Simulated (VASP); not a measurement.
Here is a VASP 6.6.1 calculation.

Contents of INCAR:

```
SYSTEM = GaN
PREC     = Accurate       ! precision mode
ENCUT    = 520            ! plane-wave cutoff, eV
EDIFF    = 1E-7           ! SCF threshold, eV
ISMEAR   = 0              ! smearing method
SIGMA    = 0.05           ! smearing width, eV
LREAL    = .FALSE.        ! projectors in reciprocal space
LASPH    = .TRUE.         ! aspherical terms in the spheres
NELM     = 60             ! most SCF steps
ALGO     = Normal         ! electronic algorithm
ISIF     = 2              ! what is computed and relaxed
LWAVE    = .FALSE.        ! write WAVECAR
LCHARG   = .FALSE.        ! write CHGCAR
GGA      = PE             ! functional
NBANDS   = 16             ! bands
```

File KPOINTS:

```
regular mesh
0
G
  10 10 10
  0 0 0
```

The input POSCAR:

```
GaN
1.0
    0.0000000000      2.2535006075      2.2535006075
    2.2535006075      0.0000000000      2.2535006075
    2.2535006075      2.2535006075      0.0000000000
Ga N
1 1
Direct
    0.0000000000      0.0000000000      0.0000000000
    0.7500000000      0.7500000000      0.8088340296
```

Potentials or basis: VASP PAW PBE potentials, release 64 (Ga_d, N).

Command:

```sh
$ cat potpaw_PBE.64/Ga_d/POTCAR potpaw_PBE.64/N/POTCAR > POTCAR
$ mpirun -np 1 vasp_std > vasp.out
```

(1) What does it give for the largest force?

(2) Estimate the band gap on the k mesh.

(3) Estimate the pressure.

## Answers

(1) 2.612 eV/Å.

(2) 1.47 eV, direct.

(3) 8.5 GPa.

Caveat: the cell differs from its parent crystal (all N atoms moved +0.188 Å, as atom 2 along Cartesian [1 1 0]); forces of over 1 eV/Å act on the atoms, so gaps and moduli don't describe the material at rest.
